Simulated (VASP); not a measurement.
Here is a VASP 6.6.1 calculation.

Contents of POSCAR:

```
SnO2
1.0
    1.7464605212      1.0083194521      4.8005925840
   -1.7464605212      1.0083194521      4.8005925840
    0.0000000000     -2.0166389041      4.8005925840
Sn O
1 2
Direct
    0.5000000000      0.5000000000      0.5000000000
    0.2371700000      0.2371700000      0.2371700000
    0.7628300000      0.7628300000      0.7628300000
```

The input INCAR.step1:

```
SYSTEM = SnO2
  PREC = Accurate
  ENCUT = 520
  ISMEAR = 0
  SIGMA = 0.05
  LREAL = .False.
  LASPH = .True.
  NELM = 100
  NBANDS = 20
  GGA = PE
  ALGO = Normal
  EDIFF = 1E-4
  LWAVE = .True.
  LCHARG = .False.
```

File INCAR.step2:

```
SYSTEM = SnO2
  PREC = Accurate
  ENCUT = 520
  EDIFF = 1E-6
  ISMEAR = 0
  SIGMA = 0.05
  LREAL = .False.
  LASPH = .True.
  NELM = 100
  ALGO = Normal
  ISIF = 2
  LWAVE = .False.
  LCHARG = .False.
  METAGGA = R2SCAN
  LMIXTAU = .True.
  NBANDS = 20
  ISTART = 1
```

KPOINTS

```
Automatic mesh
0
Gamma
  12 12 12
  0 0 0
```

Potentials or basis: VASP PAW PBE potentials, release 64 (Sn_d, O).

Run with:

```bash
$ cat potpaw_PBE.64/Sn_d/POTCAR potpaw_PBE.64/O/POTCAR > POTCAR
$ cp INCAR.step1 INCAR
$ mpirun -np 1 vasp_std > vasp.out
$ cp INCAR.step2 INCAR
$ mpirun -np 1 vasp_std > vasp.out
```

(1) Estimate the largest force.

(2) Estimate the band gap on the k mesh.

(3) Predict the pressure.

Results:

(1) 1.443 eV/Å.

(2) 0.93 eV (least direct gap 0.96 eV).

(3) -23.1 GPa.

Caveat: the cell differs from its parent crystal (strain +0.080 along x and y, +0.000 along z); the cell stands under tension; the PAW data sets were made with another functional, which shifts forces and pressure a little; spin-orbit coupling is left out, which moves the levels of the heavy elements.
